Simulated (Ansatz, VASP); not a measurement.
# Ru: VASP beside Ansatz

```
Ru
1.0
     2.72003    0.00000    0.00000
    -1.36001    2.35561    0.00000
     0.00000    0.00000    4.29677
Ru
2
Direct
  0.25061 0.66667 0.14527
  0.66667 0.33333 0.75000
```

Alike in both runs: task single point; functional PBE; k mesh 24 × 24 × 14; occupations gaussian, width 0.15 eV; no spin polarisation.

|  | VASP | Ansatz |
| --- | --- | --- |
| version | VASP 6.6.1 | Ansatz 0.2.0 |
| potentials or method | VASP PAW PBE potentials, release 64 (Ru_pv), cutoff 520 eV | scalar-relativistic, plane waves, PAW |
| valence electrons in the cell | 28 | 32 |

|  | VASP | Ansatz | Ansatz less VASP |
| --- | --- | --- | --- |
| gap on the k mesh at the Fermi level (eV) | none | none | - |
| rms of the force components (eV/Å) | 5.212 | 5.067 | -0.1453 |

Atom by atom the forces differ by 0.147 eV/Å (rms over components). A gap of «none» marks a metal or a gap that the smearing closes. VASP's potentials hold 28 valence electrons a cell and Ansatz's 32, so a difference there can come from the potentials and not from the codes.
